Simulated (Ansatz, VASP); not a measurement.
## Sn3Se: VASP beside Ansatz

```xyz
4
Lattice="0.0000 3.7579 3.7579 3.7579 0.0000 3.7579 3.7579 3.7579 0.0000" Properties=species:S:1:pos:R:3 pbc="T T T"
Sn    3.7579    3.7579    3.7579
Sn    5.6368    5.6368    5.6368
Sn    1.8789    1.8789    1.8789
Se    0.0000    0.0000    0.0000
```

Change from the starting cell: volume scaled by 1.02.

Alike in both runs: task single point; functional LDA; k mesh 6 × 6 × 6; occupations fermi-dirac, width 0.05 eV; no spin polarisation.

```csv
,VASP,Ansatz
version,VASP 6.6.1,Ansatz 0.2.0
potentials or method,"VASP PAW LDA potentials, release 64 (Sn_d, Se), cutoff 520 eV","all-electron LAPW, scalar-relativistic"
```

|  | VASP | Ansatz | Ansatz less VASP |
| --- | --- | --- | --- |
| gap on the k mesh at the Fermi level (eV) | none | none | - |
| pressure (GPa) | -5.2 | -5.2 | +0.01 |

LDA's correlation is that of Perdew and Zunger in VASP and of Perdew and Wang (1992) in Ansatz. A gap of «none» marks a metal or a gap that the smearing closes. Ansatz ran all-electron here, and VASP with PAW potentials.
